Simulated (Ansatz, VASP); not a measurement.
One calculation of Al, two programs

The input INCAR:

```
SYSTEM = Al
  PREC = Accurate
  ENCUT = 520
  EDIFF = 1E-7
  ISMEAR = 0
  SIGMA = 0.15
  LREAL = .FALSE.
  LASPH = .TRUE.
  NELM = 60
  ALGO = Normal
  ISIF = 2
  LWAVE = .FALSE.
  LCHARG = .FALSE.
  GGA = PE
  NBANDS = 8
```

KPOINTS

```
Automatic mesh
0
G
  20 20 20
  0 0 0
```

The input POSCAR:

```
Al
1.0
    0.0000000000      2.0239800000      2.1150591000
    2.0239800000      0.0000000000      2.1150591000
    2.0239800000      2.0239800000      0.0000000000
Al
1
Direct
    0.0000000000      0.0000000000      0.0000000000
```

Input for Ansatz:

```yaml
crystal:
  lattice:
    - [0.0, 2.02398, 2.1150591]
    - [2.02398, 0.0, 2.1150591]
    - [2.02398, 2.02398, 0.0]
  atoms:
    - { symbol: Al, position: [0.0, 0.0, 0.0] }
basis:
  ecutwfc: 420
kpoints:
  mp_grid: { grid: [20, 20, 20] }
hamiltonian:
  xc: pbe
scf:
  occupations: { method: gaussian, width: 0.15 }
output:
  forces: true
  stress: true
  eigenvalues: true
```

Change from the starting cell: strain +0.0450 x Voigt [0, 0, 1, 0, 0, 0], atoms carried along.

Alike in both runs: task single point; functional PBE; k mesh 20 × 20 × 20; occupations gaussian, width 0.15 eV; no spin polarisation.

|  | VASP | Ansatz |
| --- | --- | --- |
| version | VASP 6.6.1 | Ansatz 0.2.0 |
| potentials or method | VASP PAW PBE potentials, release 64 (Al), cutoff 520 eV | scalar-relativistic, plane waves, PAW |
| valence electrons in the cell | 3 | 3 |

VASP gave:

| Property | Result |
| --- | --- |
| gap on the k mesh at the Fermi level (eV) | none |
| pressure (GPa) | -3.4 |
| traceless stress, the component that is largest in VASP (GPa) | -1.17 |

Task: What did Ansatz give for the same quantities?

Result: gap on the k mesh at the Fermi level (eV): none; pressure (GPa): -3.3; traceless stress, the component that is largest in VASP (GPa): -1.18.

A gap of «none» marks a metal or a gap that the smearing closes.
